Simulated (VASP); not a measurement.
Pt:

```
CELL_PARAMETERS angstrom
0.00000 1.96090 1.96090
1.96090 0.00000 1.96090
1.96090 1.96090 0.00000
ATOMIC_POSITIONS crystal
Pt 0.00000 0.00000 0.00000
```

- Program: VASP 6.6.1
- Task: relaxation of cell and atoms
- Functional: PBEsol-based screened hybrid with 25 % exact exchange
- Potentials or basis: VASP PAW PBE potentials, release 64 (Pt)
- Cutoff: 600 eV
- k mesh: 6 × 6 × 6
- Occupations: fermi-dirac, width 0.05 eV
- Spin: no spin polarisation

At the start: pressure -8.3 GPa; volume 15.08 Å³/atom.

Question: Where does the relaxation end?

Answer: Over 4 steps the energy falls by 11.3 meV/atom and the volume is 14.66 Å³/atom (-2.8 %); space group Fm-3m (No. 225, to 0.1 Å) before and after.

The path:
| step | energy change (eV) | largest force (eV/Å) | pressure (GPa) | volume (Å³) |
| --- | --- | --- | --- | --- |
| 1 | 0.0000 | 0.0000 | -8.31 | 15.08 |
| 2 | 0.1083 | 0.0000 | 34.49 | 13.44 |
| 3 | -0.0113 | 0.0000 | -0.30 | 14.67 |
| 4 | -0.0113 | 0.0000 | -0.05 | 14.66 |

Final structure:
```cif
data_structure
_symmetry_space_group_name_H-M 'P 1'
_symmetry_Int_Tables_number 1
_cell_length_a 2.7470
_cell_length_b 2.7470
_cell_length_c 2.7470
_cell_angle_alpha 60.000
_cell_angle_beta 60.000
_cell_angle_gamma 60.000
_cell_volume 14.66
loop_
_atom_site_label
_atom_site_type_symbol
_atom_site_fract_x
_atom_site_fract_y
_atom_site_fract_z
_atom_site_occupancy
Pt1 Pt 0.00000 0.00000 0.00000 1
```

Caveat: the k points lie up to 0.47 Å⁻¹ apart in the final cell, too coarse for converged energies and pressures of a metal; the PAW data sets were made with another functional, which shifts forces and pressure a little.
